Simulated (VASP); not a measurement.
Wanted: the native input for a VASP 6.6.1 run.

* Task: single point
* Functional: PBE
* Potentials or basis: VASP PAW PBE potentials, release 64 (Si, Ni)
* Cutoff: 520 eV
* k mesh: 14 × 14 × 14
* Occupations: gaussian, width 0.15 eV
* Spin: no spin polarisation
* Dipole correction: no
* Further INCAR settings: ALGO = Normal; EDIFF = 1e-07; NBANDS = 16

The structure of Si2Ni lies in POSCAR:

```
Si2Ni
1.0
    0.0000000000      2.7765473069      2.7765473069
    2.7765473069      0.0000000000      2.7765473069
    2.7765473069      2.7765473069      0.0000000000
Si Ni
2 1
Direct
    0.2500000000      0.2500000000      0.2500000000
    0.7500000000      0.7500000000      0.7500000000
    0.0000000000      0.0000000000      0.0000000000
```

One way to write it, as run:

INCAR

```
SYSTEM = Si2Ni
PREC = Accurate ; ENCUT = 520
EDIFF = 1E-7 ; ISMEAR = 0
SIGMA = 0.15 ; LREAL = .FALSE.
LASPH = .TRUE. ; NELM = 60
ALGO = Normal ; ISIF = 2
LWAVE = .FALSE. ; LCHARG = .TRUE.
GGA = PE ; LELF = .TRUE.
LVHAR = .TRUE. ; NBANDS = 16
```

KPOINTS

```
regular mesh
0
G
  14 14 14
  0 0 0
```

Potentials or basis: VASP PAW PBE potentials, release 64 (Si, Ni).

Command:

```sh
$ cat potpaw_PBE.64/Si/POTCAR potpaw_PBE.64/Ni/POTCAR > POTCAR
$ mpirun -np 1 vasp_std > vasp.out
```

It gave:

- Pressure: -7.4 GPa
- Band gap on the k mesh: zero (bands 9 and 10 overlap by 2.23 eV)

Caveat: the cell stands under tension.

It took 120 s on 1 thread of Intel(R) Xeon(R) Platinum 8259CL CPU @ 2.50GHz (Skylake/Cascade Lake), with other jobs on the host, peak memory 0.21 GiB.
